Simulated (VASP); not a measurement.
# Au (Im-3m) in VASP: single point with r2SCAN

Aim: the single point of Au with r2SCAN.

Everything below comes from runs of VASP 6.6.1. Logs are shortened: lines on timing, memory, paths and dates and some standing lists are left out, and cuts for length are marked.

## (1) The cell of the first run

Symmetry: Im-3m, No. 229, cubic system. Conventional cell: a = 3.315 Å, b = 3.315 Å, c = 3.315 Å, α = 90.00°, β = 90.00°, γ = 90.00°. Within 3.8 Å of Au (site symmetry m-3m) lie 14 Au at 2.87 to 3.31 Å.

This isn't the form of Au at room conditions, which is fcc.

## (2) Single point, r2SCAN

POSCAR reads:

```
Au
1.0
   -1.6572690000      1.6572690000     -1.6572690000
   -1.6572690000     -1.6572690000      1.6572690000
    0.0000000000      6.6290760000      6.6290760000
Au
4
Direct
    0.0000000000      0.0000000000      0.0000000000
    0.5000000000      0.5000000000      0.2500000000
    0.0000000000      0.0000000000      0.5000000000
    0.5000000000      0.5000000000      0.7500000000
```

INCAR.step1 reads:

```
PREC = Accurate
ENCUT = 520
ISMEAR = 0
SIGMA = 0.15
LREAL = F
LASPH = T
NELM = 80
NBANDS = 30
GGA = PE
ALGO = Normal
EDIFF = 1E-4
LWAVE = T
LCHARG = F
```

INCAR.step2 reads:

```
PREC = Accurate
ENCUT = 520
EDIFF = 1E-7
ISMEAR = 0
SIGMA = 0.15
LREAL = F
LASPH = T
NELM = 80
ALGO = Normal
ISIF = 2
LWAVE = F
LCHARG = F
METAGGA = R2SCAN
LMIXTAU = T
NBANDS = 30
ISTART = 1
```

KPOINTS reads:

```
regular mesh
0
Gamma
  17 17 5
```

Potentials or basis: VASP PAW PBE potentials, release 64 (Au).

Run with:

```sh
cat potpaw_PBE.64/Au/POTCAR > POTCAR
cp INCAR.step1 INCAR
mpirun -np 1 vasp_std > vasp.out
cp INCAR.step2 INCAR
mpirun -np 1 vasp_std > vasp.out
```

OUTCAR:

```text
PREC = Accurate
   ENCUT = 520
   EDIFF = 1E-7
   ISMEAR = 0
   LREAL = F
   LASPH = T
   NELM = 80
   ISIF = 2
   METAGGA = R2SCAN
   ISTART = 1

 ion  position               nearest neighbor table
   1  0.000  0.000  0.000-   2 2.87   4 2.87   2 2.87   4 2.87   2 3.31   4 3.31   2 3.31   4 3.31

   2  0.500  0.500  0.250-   1 2.87   3 2.87   1 2.87   3 2.87   1 3.31   3 3.31   1 3.31   3 3.31

   3  0.000  0.000  0.500-   2 2.87   4 2.87   2 2.87   4 2.87   2 3.31   4 3.31   2 3.31   4 3.31

   4  0.500  0.500  0.750-   1 2.87   3 2.87   1 2.87   3 2.87   1 3.31   3 3.31   1 3.31   3 3.31

  LATTYP: Found a base centered orthorhombic cell.
 ALAT       =     3.3145380000
 B/A-ratio  =     1.4142135624
 C/A-ratio  =     2.8284271247

  Lattice vectors:

 A1 = (  -1.6572690000,   1.6572690000,  -1.6572690000)
 A2 = (  -1.6572690000,  -1.6572690000,   1.6572690000)
 A3 = (   0.0000000000,   6.6290760000,   6.6290760000)

Analysis of symmetry for initial positions (statically):
=====================================================================
 Subroutine PRICEL returns following result:

  LATTYP: Found a body centered cubic cell.
 ALAT       =     3.3145380000

  Lattice vectors:

 A1 = (   1.6572690000,   1.6572690000,  -1.6572690000)
 A2 = (  -1.6572690000,  -1.6572690000,  -1.6572690000)
 A3 = (  -1.6572690000,   1.6572690000,   1.6572690000)

   4 primitive cells build up your supercell.

 Routine SETGRP: Setting up the symmetry group for a
 base centered orthorhombic supercell.

 Subroutine GETGRP returns: Found  8 space group operations
 (whereof  8 operations were pure point group operations)
 out of a pool of  8 trial point group operations.

The static configuration has the point symmetry D_2h.

Analysis of symmetry for dynamics (positions and initial velocities):
=====================================================================
 Subroutine PRICEL returns following result:

  LATTYP: Found a body centered cubic cell.
 ALAT       =     3.3145380000

  Lattice vectors:

 A1 = (   1.6572690000,   1.6572690000,  -1.6572690000)
 A2 = (  -1.6572690000,  -1.6572690000,  -1.6572690000)
 A3 = (  -1.6572690000,   1.6572690000,   1.6572690000)

   4 primitive cells build up your supercell.

 Routine SETGRP: Setting up the symmetry group for a
 base centered orthorhombic supercell.

 Subroutine GETGRP returns: Found  8 space group operations
 (whereof  8 operations were pure point group operations)
 out of a pool of  8 trial point group operations.

The dynamic configuration has the point symmetry D_2h.

 Subroutine INISYM returns: Found  8 space group operations
 (whereof  8 operations are pure point group operations),
 and found     4 'primitive' translations

----------------------------------------------------------------------------------------

                                     Primitive cell

  volume of cell :      18.2070

  direct lattice vectors                    reciprocal lattice vectors
     1.657269000  1.657269000 -1.657269000     0.000000000  0.301701172 -0.301701172
    -1.657269000 -1.657269000 -1.657269000    -0.301701172  0.000000000 -0.301701172
    -1.657269000  1.657269000  1.657269000    -0.301701172  0.301701172  0.000000000

  length of vectors
     2.870474110  2.870474110  2.870474110     0.426669890  0.426669890  0.426669890

  position of ions in fractional coordinates (direct lattice)
     0.000000000  0.000000000  0.000000000

  ion indices of the primitive-cell ions
   primitive index   ion index
                 1           1

----------------------------------------------------------------------------------------

 KPOINTS: regular mesh

Automatic generation of k-mesh.
 Grid dimensions read from file:
 generate k-points for:   17   17    5

 Generating k-lattice:

  Cartesian coordinates                     Fractional coordinates (reciprocal lattice)
    -0.017747128  0.008873564 -0.008873564     0.058823529  0.000000000  0.000000000
    -0.017747128 -0.008873564  0.008873564     0.000000000  0.058823529  0.000000000
     0.000000000  0.015085059  0.015085059     0.000000000  0.000000000  0.200000000

  Length of vectors
     0.021735704  0.021735704  0.021333494

  Shift w.r.t. Gamma in fractional coordinates (k-lattice)
     0.000000000  0.000000000  0.000000000

 Subroutine IBZKPT returns following result:
 ===========================================

 Found    243 irreducible k-points:

 Following reciprocal coordinates:
            Coordinates               Weight
  0.000000  0.000000  0.000000      1.000000
  0.058824  0.000000  0.000000      4.000000
  0.117647  0.000000  0.000000      4.000000
  0.176471  0.000000  0.000000      4.000000
  0.235294  0.000000  0.000000      4.000000
  0.294118  0.000000  0.000000      4.000000
[... 16 lines left out ...]
 -0.176471  0.058824  0.000000      4.000000
 -0.117647  0.058824  0.000000      4.000000
 [... further k-points ...]
   k-points           NKPTS =    243   k-points in BZ     NKDIM =    243   number of bands    NBANDS=     30
   number of dos      NEDOS =    301   number of ions     NIONS =      4
   total plane-waves  NPLWV =  40320
   dimension x,y,z NGX =    24 NGY =   24 NGZ =   70
   dimension x,y,z NGXF=    48 NGYF=   48 NGZF=  140
   ions per type =               4
   NGX,Y,Z   is equivalent  to a cutoff of  13.90, 13.90, 12.41 a.u.
   NGXF,Y,Z  is equivalent  to a cutoff of  27.80, 27.80, 24.83 a.u.
 SYSTEM =  unknown system
   PREC   = accura    normal or accurate (medium, high low for compatibility)
   ISTART =      1    job   : 0-new  1-cont  2-samecut
   ICHARG =      0    charge: 1-file 2-atom 10-const
   ISPIN  =      1    spin polarized calculation?
   LNONCOLLINEAR =      F non collinear calculations
   LSORBIT =      F    spin-orbit coupling
   LASPH  =      T    aspherical Exc in radial PAW
   ENCUT  =  520.0 eV  38.22 Ry    6.18 a.u.   5.34  5.34 17.43*2*pi/ulx,y,z
   NELM   =     80;   NELMIN=  2; NELMDL=  0     # of ELM steps
   EDIFF  = 0.1E-06   stopping-criterion for ELM
   LREAL  =      F    real-space projection
   EDIFFG = 0.1E-05   stopping-criterion for IOM
   NSW    =      0    number of steps for IOM
   IBRION =     -1    ionic relax: 0-MD 1-quasi-New 2-CG
   NFREE  =      0    steps in history (QN), initial steepest desc. (CG)
   ISIF   =      2    stress and relaxation
   ISYM   =      2    0-nonsym 1-usesym 2-fastsym
   POTIM  = 0.5000    time-step for ionic-motion
   TEBEG  =    0.0;   TEEND  =   0.0 temperature during run
   PSTRESS=    0.0 pullay stress
   NELECT =      44.0000    total number of electrons
   NUPDOWN=      -1.0000    fix difference up-down
   EMIN   =  10.00;   EMAX   =-10.00  energy-range for DOS
   EFERMI =   0.00;   METHOD = LEGACY
   ISMEAR =     0;   SIGMA  =   0.15  broadening in eV -4-tet -1-fermi 0-gaus
   EFERMI_NEDOS =   21; number of points for ismear=-14 and -15
   IALGO  =     38    algorithm
   IMIX   =      4    mixing-type and parameters
     AMIX     =   0.40;   BMIX     =  1.00
     AMIX_MAG =   1.60;   BMIX_MAG =  1.00
  volume/ion in A,a.u.               =      18.21       122.87
  Fermi-wavevector in a.u.,A,eV,Ry     =   1.383968  2.615320 26.060157  1.915367
  Thomas-Fermi vector in A             =   2.508516
   LORBIT       =      0    0 simple, 1 ext, 2 COOP (PROOUT), +10 PAW based schemes
   METAGGA = R2SCAN    functional components
   LHFCALC =     F    Hartree Fock is set to
   AEXX    =    0.0000 exact exchange contribution
   IVDW    =     0    specifies the selected vdW correction
   LEPSILON=     F    determine dielectric tensor
   LRPA    =     F    only Hartree local field effects (RPA)
 non-spin polarized calculation
 Gauss-broadening in eV      SIGMA  =   0.15
  energy-cutoff  :      520.00
  volume of cell :       72.83
 maximum number of plane-waves:      1985
 NGX is ok and might be reduce to    24
   NGX = 11   NGY = 11   NGZ = 35

 number of electron      44.0000004 magnetization

 Free energy of the ion-electron system (eV)
  ---------------------------------------------------
  ext. energy  EPLUGINS =         0.00000000
  ---------------------------------------------------
  free energy    TOTEN  =      -202.27582155 eV

  energy without entropy =     -202.26441183  energy(sigma->0) =     -202.27011669

 E-fermi :   8.2572     XC(G=0): -13.1559

 val. band max:        8.2519927792   @ k =  -0.4706   0.1765   0.2000
 cond. band min:       8.2601652102   @ k =  -0.2941   0.0588   0.4000
 fundamental gap:      0.0081724311
 Fermi energy:         8.2571581944

 k-point     1 :       0.0000    0.0000    0.0000
  band No.  band energies     occupation
      1      -1.0968      2.00000
      2       0.7587      2.00000
      3       0.7587      2.00000
      4       1.3522      2.00000
      5       2.5029      2.00000
      6       2.9755      2.00000
[... 22 lines left out ...]
     29      22.3008      0.00000
     30      23.8612      0.00000

 k-point     2 :       0.0588    0.0000    0.0000
  band No.  band energies     occupation
      1      -1.0028      2.00000
      2       0.8426      2.00000
      3       0.8426      2.00000
      4       1.4237      2.00000
      5       2.5273      2.00000
      6       2.9918      2.00000
[... 22 lines left out ...]
     29      21.9943      0.00000
     30      23.6543      0.00000

 k-point     3 :       0.1176    0.0000    0.0000
  band No.  band energies     occupation
      1      -0.7267      2.00000
      2       1.0716      2.00000
      3       1.0716      2.00000
      4       1.6220      2.00000
      5       2.5995      2.00000
      6       3.0495      2.00000
[... 22 lines left out ...]
     29      22.0114      0.00000
     30      22.6616      0.00000

 k-point     4 :       0.1765    0.0000    0.0000
  band No.  band energies     occupation
      1      -0.2868      2.00000
      2       1.3606      2.00000
      3       1.3606      2.00000
      4       1.8915      2.00000
      5       2.7255      2.00000
      6       3.1197      2.00000
[... 616 lines left out ...]
     29      21.6804      0.00000
     30      21.6804      0.00000

 k-point    23 :      -0.1765    0.0588    0.0000
  band No.  band energies     occupation
      1      -0.3745      2.00000
      2       1.3352      2.00000
      3       1.3352      2.00000
      4       1.8508      2.00000
      5       2.8380      2.00000
      6       3.2875      2.00000
[... 22 lines left out ...]
     29      22.0675      0.00000
     30      22.0675      0.00000

 k-point    24 :      -0.1176    0.0588    0.0000
  band No.  band energies     occupation
      1      -0.7575      2.00000
      2       1.0599      2.00000
      3       1.0599      2.00000
      4       1.6002      2.00000
      5       2.7065      2.00000
      6       3.1583      2.00000
[... 22 lines left out ...]
     29      22.2185      0.00000
     30      23.2291      0.00000

 [... further k-points ...]

------------------------ aborting loop because EDIFF is reached ----------------------------------------

  FORCE on cell =-STRESS in cart. coord.  units (eV):
  Direction    XX          YY          ZZ          XY          YZ          ZX
  --------------------------------------------------------------------------------------
  -------------------------------------------------------------------------------------
  Total       -1.8978951     -1.9711007     -1.9711007      0.0000000     -0.2242365     -0.0000000
  in kB      -41.7526257    -43.3631075    -43.3631075      0.0000000     -4.9330774     -0.0000000
  external PRESSURE =     -42.8262803 kB  Pullay stress =       0.0000000 kB

 VOLUME and BASIS-vectors are now :
 -----------------------------------------------------------------------------
  energy-cutoff  :      520.00
  volume of cell :       72.83
      direct lattice vectors                 reciprocal lattice vectors
    -1.657269000  1.657269000 -1.657269000    -0.301701172  0.150850586 -0.150850586
    -1.657269000 -1.657269000  1.657269000    -0.301701172 -0.150850586  0.150850586
     0.000000000  6.629076000  6.629076000     0.000000000  0.075425293  0.075425293

 POSITION                                       TOTAL-FORCE (eV/Angst)
 -----------------------------------------------------------------------------------
      0.00000      0.00000      0.00000        -0.000000     -0.000000      0.000000
     -1.65727      1.65727      1.65727        -0.000000      0.000000      0.000000
      0.00000      3.31454      3.31454         0.000000      0.000000      0.000000
     -1.65727      4.97181      4.97181        -0.000000     -0.000000     -0.000000
 -----------------------------------------------------------------------------------
    total drift:                               -0.000000      0.000000     -0.000000

  FREE ENERGIE OF THE ION-ELECTRON SYSTEM (eV)
  ---------------------------------------------------
  free  energy   TOTEN  =      -202.2758215511 eV

  energy  without entropy=     -202.2644118313  energy(sigma->0) =     -202.27011669
```

Run time: 9.2 min. Hardware: 1 thread of Intel Xeon 6975P-C (Granite Rapids), shared host; peak memory 0.48 GiB.

What came out:

| Property | Result |
| --- | --- |
| Free energy | -202.2758 eV |
| Pressure | -4.3 GPa |
| Band gap on the k mesh | zero (bands 22 and 23 overlap by 5.81 eV) |

Caveat: the cell stands under tension; the PAW data sets were made with another functional, which shifts forces and pressure a little; spin-orbit coupling is left out, which moves the levels of the heavy elements.
